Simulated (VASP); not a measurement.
## B: single point with PBEsol

Crystal: B.

```
CELL_PARAMETERS angstrom
-1.10114 1.10114 1.10114
1.10114 -1.10114 1.10114
1.10114 1.10114 -1.10114
ATOMIC_POSITIONS crystal
B 0.00000 0.00000 0.00000
```

This cell differs from its parent crystal: volume scaled by 0.88.

| Item | Value |
| --- | --- |
| Program | VASP 6.6.1 |
| Task | single point |
| Functional | PBEsol |
| Potentials or basis | VASP PAW PBE potentials, release 64 (B) |
| Cutoff | 520 eV |
| k mesh | 21 × 21 × 21 |
| Occupations | fermi-dirac, width 0.1 eV |
| Spin | no spin polarisation |
| Dipole correction | no |
| Further INCAR settings | ALGO = Normal; EDIFF = 1e-06; NBANDS = 8 |

| Item | Value |
| --- | --- |
| Pressure | 39.5 GPa |

Levels at points of the mesh, in eV from the Fermi level:
| k point | band 1 | band 2 | band 3 | band 4 | band 5 | band 6 |
| --- | --- | --- | --- | --- | --- | --- |
| (0.00, 0.00, 0.00) | -20.34 | 17.64 | 17.64 | 17.64 | 36.67 | 36.67 |

Wall time 3 s on 1 thread of Intel(R) Xeon(R) Platinum 8488C (Sapphire Rapids), with other jobs on the host, peak memory 0.11 GiB.

Caveat: the PAW data sets were made with another functional, which shifts forces and pressure a little.
